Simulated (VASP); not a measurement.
# MnCrSb (P6_3/mmc) in VASP: further runs, part 2 of 2

VASP 6.6.1. Earlier steps stand in the parts before.

**3. Single point, PBE, collinear spin, ferromagnetic start**

File INCAR:

```
PREC = Accurate
ENCUT = 520
EDIFF = 1E-6
ISMEAR = 0
SIGMA = 0.1
LREAL = F
LASPH = T
NELM = 150
ALGO = Normal
ISIF = 2
LWAVE = F
LCHARG = F
ISPIN = 2
MAGMOM = 4 4 3 3 0 0
LORBIT = 11
LMAXMIX = 4
GGA = PE
NBANDS = 43
```

File KPOINTS:

```
regular mesh
0
Gamma
  6 6 4
```

File POSCAR:

```
MnCrSb
1.0
    4.5450843437      0.0000000000      0.0000000000
   -2.2725421718      3.9361585040      0.0000000000
    0.0000000000      0.0000000000      5.5382730000
Mn Cr Sb
2 2 2
Direct
    0.0000000000      0.0000000000      0.0000000000
    0.0000000000      0.0000000000      0.5000000000
    0.6666666700      0.3333333300      0.2500000000
    0.3333333300      0.6666666700      0.7500000000
    0.6666666700      0.3333333300      0.7500000000
    0.3333333300      0.6666666700      0.2500000000
```

Potentials or basis: VASP PAW PBE potentials, release 64 (Mn_pv, Cr_pv, Sb).

The run is started by

```
$ cat potpaw_PBE.64/Mn_pv/POTCAR potpaw_PBE.64/Cr_pv/POTCAR potpaw_PBE.64/Sb/POTCAR > POTCAR
$ mpirun -np 1 vasp_std > vasp.out
```

OUTCAR:

```text
PREC = Accurate
   ENCUT = 520
   EDIFF = 1E-6
   ISMEAR = 0
   LREAL = F
   LASPH = T
   NELM = 150
   ISIF = 2
   ISPIN = 2
   LORBIT = 11
   GGA = PE

 ion  position               nearest neighbor table
   1  0.000  0.000  0.000-   2 2.77   2 2.77   4 2.97   5 2.97   6 2.97   3 2.97   4 2.97   6 2.97
                             3 2.97   5 2.97   3 2.97   5 2.97   4 2.97   6 2.97
   2  0.000  0.000  0.500-   1 2.77   1 2.77   4 2.97   5 2.97   6 2.97   3 2.97   4 2.97   6 2.97
                             3 2.97   5 2.97   3 2.97   5 2.97   4 2.97   6 2.97
   3  0.667  0.333  0.250-   6 2.62   6 2.62   6 2.62   5 2.77   5 2.77   1 2.97   2 2.97   1 2.97
                             2 2.97   1 2.97   2 2.97
   4  0.333  0.667  0.750-   5 2.62   5 2.62   5 2.62   6 2.77   6 2.77   1 2.97   2 2.97   2 2.97
                             1 2.97   2 2.97   1 2.97
   5  0.667  0.333  0.750-   4 2.62   4 2.62   4 2.62   3 2.77   3 2.77   1 2.97   2 2.97   1 2.97
                             2 2.97   1 2.97   2 2.97
   6  0.333  0.667  0.250-   3 2.62   3 2.62   3 2.62   4 2.77   4 2.77   1 2.97   2 2.97   2 2.97
                             1 2.97   2 2.97   1 2.97

  LATTYP: Found a hexagonal cell.
 ALAT       =     4.5450843437
 C/A-ratio  =     1.2185193016

  Lattice vectors:

 A1 = (   4.5450843437,   0.0000000000,   0.0000000000)
 A2 = (  -2.2725421718,   3.9361585040,   0.0000000000)
 A3 = (   0.0000000000,   0.0000000000,   5.5382730000)

Analysis of symmetry for initial positions (statically):
=====================================================================
 Subroutine PRICEL returns:
 Original cell was already a primitive cell.

 Routine SETGRP: Setting up the symmetry group for a
 hexagonal supercell.

 Subroutine GETGRP returns: Found 24 space group operations
 (whereof 12 operations were pure point group operations)
 out of a pool of 24 trial point group operations.

The static configuration has the point symmetry D_3d.
 The point group associated with its full space group is D_6h.

Analysis of symmetry for dynamics (positions and initial velocities):
=====================================================================
 Subroutine PRICEL returns:
 Original cell was already a primitive cell.

 Routine SETGRP: Setting up the symmetry group for a
 hexagonal supercell.

 Subroutine GETGRP returns: Found 24 space group operations
 (whereof 12 operations were pure point group operations)
 out of a pool of 24 trial point group operations.

The dynamic configuration has the point symmetry D_3d.
 The point group associated with its full space group is D_6h.

Analysis of structural, dynamic, and magnetic symmetry:
=====================================================================
 Subroutine PRICEL returns:
 Original cell was already a primitive cell.

 Routine SETGRP: Setting up the symmetry group for a
 hexagonal supercell.

 Subroutine GETGRP returns: Found 24 space group operations
 (whereof 12 operations were pure point group operations)
 out of a pool of 24 trial point group operations.

The overall configuration has the point symmetry D_3d.
 The point group associated with its full space group is D_6h.

 Subroutine INISYM returns: Found 24 space group operations
 (whereof 12 operations are pure point group operations),
 and found     1 'primitive' translations

----------------------------------------------------------------------------------------

                                     Primitive cell
[... 106 lines left out ...]
   NELECT =      60.0000    total number of electrons
   NUPDOWN=      -1.0000    fix difference up-down
   EMIN   =  10.00;   EMAX   =-10.00  energy-range for DOS
   EFERMI =   0.00;   METHOD = LEGACY
   ISMEAR =     0;   SIGMA  =   0.10  broadening in eV -4-tet -1-fermi 0-gaus
   EFERMI_NEDOS =   21; number of points for ismear=-14 and -15
   IALGO  =     38    algorithm
   IMIX   =      4    mixing-type and parameters
     AMIX     =   0.40;   BMIX     =  1.00
     AMIX_MAG =   1.60;   BMIX_MAG =  1.00
  volume/ion in A,a.u.               =      16.51       111.44
  Fermi-wavevector in a.u.,A,eV,Ry     =   1.385040  2.617346 26.100540  1.918336
  Thomas-Fermi vector in A             =   2.509488
   LORBIT       =     11    0 simple, 1 ext, 2 COOP (PROOUT), +10 PAW based schemes
   GGA     = PE    functional components
   LHFCALC =     F    Hartree Fock is set to
   AEXX    =    0.0000 exact exchange contribution
   IVDW    =     0    specifies the selected vdW correction
   LEPSILON=     F    determine dielectric tensor
   LRPA    =     F    only Hartree local field effects (RPA)
 spin polarized calculation
 Gauss-broadening in eV      SIGMA  =   0.10
  energy-cutoff  :      520.00
  volume of cell :       99.08
 maximum number of plane-waves:      2715
 NGX is ok and might be reduce to    36
   NGX = 17   NGY = 17   NGZ = 21

 number of electron      59.9999997 magnetization       9.7231052

 number of electron      59.9999997 magnetization      11.7335803

 Free energy of the ion-electron system (eV)
  ---------------------------------------------------
  ext. energy  EPLUGINS =         0.00000000
  ---------------------------------------------------
  free energy    TOTEN  =       -43.31602204 eV

  energy without entropy =      -43.28621171  energy(sigma->0) =      -43.30111687

 E-fermi :   9.9125     XC(G=0): -11.8780

 val. band max:        9.9098173781   @ k =   0.1667   0.1667   0.2500
 cond. band min:       9.9350913424   @ k =   0.3333   0.1667   0.2500
 fundamental gap:      0.0252739642
 Fermi energy:         9.9125301405

 spin component 1

 k-point     1 :       0.0000    0.0000    0.0000
  band No.  band energies     occupation
      1     -39.3990      1.00000
      2     -39.3948      1.00000
      3     -39.3948      1.00000
      4     -39.3820      1.00000
      5     -39.3820      1.00000
      6     -39.2714      1.00000
[... 934 lines left out ...]
     41      14.2164      0.00000
     42      14.2164      0.00000
 Fermi energy:         9.9125301405

 spin component 2

 k-point     1 :       0.0000    0.0000    0.0000
  band No.  band energies     occupation
      1     -36.1022      1.00000
      2     -36.0726      1.00000
      3     -36.0726      1.00000
      4     -36.0574      1.00000
      5     -36.0574      1.00000
      6     -35.9573      1.00000
[... 934 lines left out ...]
     41      15.0470      0.00000
     42      15.0470      0.00000
 [bands above 42 left out]

------------------------ aborting loop because EDIFF is reached ----------------------------------------

  FORCE on cell =-STRESS in cart. coord.  units (eV):
  Direction    XX          YY          ZZ          XY          YZ          ZX
  --------------------------------------------------------------------------------------
  -------------------------------------------------------------------------------------
  Total       -0.6140126     -0.6140126     -0.5476079     -0.0000000     -0.0000000      0.0000000
  in kB       -9.9288500     -9.9288500     -8.8550578     -0.0000000     -0.0000000      0.0000000
  external PRESSURE =      -9.5709192 kB  Pullay stress =       0.0000000 kB

 VOLUME and BASIS-vectors are now :
 -----------------------------------------------------------------------------
  energy-cutoff  :      520.00
  volume of cell :       99.08
      direct lattice vectors                 reciprocal lattice vectors
     4.545084344  0.000000000  0.000000000     0.220017919  0.127027405  0.000000000
    -2.272542172  3.936158504  0.000000000     0.000000000  0.254054810  0.000000000
     0.000000000  0.000000000  5.538273000     0.000000000  0.000000000  0.180561702

 POSITION                                       TOTAL-FORCE (eV/Angst)
 -----------------------------------------------------------------------------------
      0.00000      0.00000      0.00000        -0.000000     -0.000000      0.000000
      0.00000      0.00000      2.76914        -0.000000     -0.000000      0.000000
      2.27254      1.31205      1.38457         0.000000     -0.000000     -0.000000
     -0.00000      2.62411      4.15370         0.000000      0.000000     -0.000000
      2.27254      1.31205      4.15370        -0.000000      0.000000      0.000000
     -0.00000      2.62411      1.38457        -0.000000     -0.000000      0.000000
 -----------------------------------------------------------------------------------
    total drift:                               -0.000000      0.000000      0.000000

  FREE ENERGIE OF THE ION-ELECTRON SYSTEM (eV)
  ---------------------------------------------------
  free  energy   TOTEN  =       -43.3160220381 eV

  energy  without entropy=      -43.2862117106  energy(sigma->0) =      -43.30111687

 total charge

# of ion       s       p       d       tot
------------------------------------------
    1        0.251   6.189   5.102  11.542
    2        0.251   6.189   5.102  11.542
    3        0.276   6.226   4.285  10.788
    4        0.276   6.226   4.285  10.788
    5        1.086   1.331   0.090   2.506
    6        1.086   1.331   0.090   2.506
--------------------------------------------------
tot          3.227  27.493  18.953  49.673

 magnetization (x)

# of ion       s       p       d       tot
------------------------------------------
    1        0.007   0.028   3.099   3.133
    2        0.007   0.028   3.099   3.133
    3        0.029   0.016   2.531   2.577
    4        0.029   0.016   2.531   2.577
    5       -0.007  -0.097   0.012  -0.093
    6       -0.007  -0.097   0.012  -0.093
--------------------------------------------------
tot          0.057  -0.105  11.284  11.236
```

OSZICAR:

```text
N       E                     dE             d eps       ncg     rms          rms(c)
DAV:   1     0.695694358088E+03    0.69569E+03   -0.31920E+04  3804   0.153E+03
DAV:   2    -0.556309511462E+00   -0.69625E+03   -0.67031E+03  3651   0.467E+02
DAV:   3    -0.443285997087E+02   -0.43772E+02   -0.41933E+02  4115   0.129E+02
[... 11 lines left out ...]
DAV:  15    -0.433160063101E+02   -0.13179E-04   -0.29594E-04  4359   0.123E-01    0.687E-02
DAV:  16    -0.433160174960E+02   -0.11186E-04   -0.54400E-05  4431   0.467E-02    0.389E-02
DAV:  17    -0.433160204703E+02   -0.29743E-05   -0.10458E-05  3831   0.201E-02    0.207E-02
DAV:  18    -0.433160219465E+02   -0.14762E-05   -0.73962E-06  3919   0.193E-02    0.692E-03
DAV:  19    -0.433160220381E+02   -0.91620E-07   -0.10508E-06  2147   0.681E-03
   1 F= -.43316022E+02 E0= -.43301117E+02  d E =-.298103E-01  mag=    11.7334
```

stdout:

```text
POSCAR found type information on POSCAR MnCrSb
 POSCAR found :  3 types and       6 ions
 scaLAPACK will be used
 LDA part: xc-table for (Slater+PW92), standard interpolation
 POSCAR, INCAR and KPOINTS ok, starting setup
 FFT: planning ... GRIDC
 FFT: planning ... GRID_SOFT
 FFT: planning ... GRID
 WAVECAR not read
 entering main loop
```

Wall time 7 min (1 thread of Oxide Virtual Turin-like, shared host); peak memory 0.31 GiB.

Results:

- Free energy: -43.3160 eV
- Pressure: -1.0 GPa
- Net moment: 11.73 μB per cell
- Site moments: Mn +3.13; Cr +2.58; Sb -0.09 μB
- Valence electrons inside the program's atomic spheres: Mn 11.54; Cr 10.79; Sb 2.51

Stress tensor (GPa, compression positive):
```
-0.99  0.00  0.00
 0.00 -0.99  0.00
 0.00  0.00 -0.89
```

Levels at points of the mesh, in eV from the Fermi level:
Spin up:
```tsv
k point	band 32	band 33	band 34	band 35	band 36	band 37	band 38	band 39	band 40	band 41
(0.00, 0.00, 0.00)	-0.51	-0.38	-0.38	-0.22	0.78	1.04	1.68	1.92	1.92	2.35
(0.50, 0.00, 0.00)	-0.99	-0.94	-0.76	-0.47	-0.46	-0.29	0.57	0.85	2.18	2.24
(0.00, 0.00, 0.50)	-0.64	-0.64	-0.64	0.37	0.37	2.22	2.22	2.22	2.22	3.40
(0.50, 0.00, 0.50)	-1.20	-0.99	-0.99	-0.50	-0.50	0.70	0.70	1.66	1.66	4.58
```
Spin down:
```tsv
k point	band 22	band 23	band 24	band 25	band 26	band 27
(0.00, 0.00, 0.00)	-0.99	-0.97	-0.97	0.67	0.79	1.17
(0.50, 0.00, 0.00)	-0.67	-0.48	-0.03	0.09	0.25	0.42
(0.00, 0.00, 0.50)	-0.73	-0.73	-0.73	0.04	0.04	1.68
(0.50, 0.00, 0.50)	-0.83	-0.35	-0.35	0.27	0.27	0.82
```

Caveat: spin-orbit coupling is left out, which moves the levels of the heavy elements; only a ferromagnetic start was run, and an antiferromagnetic order may lie lower in energy.
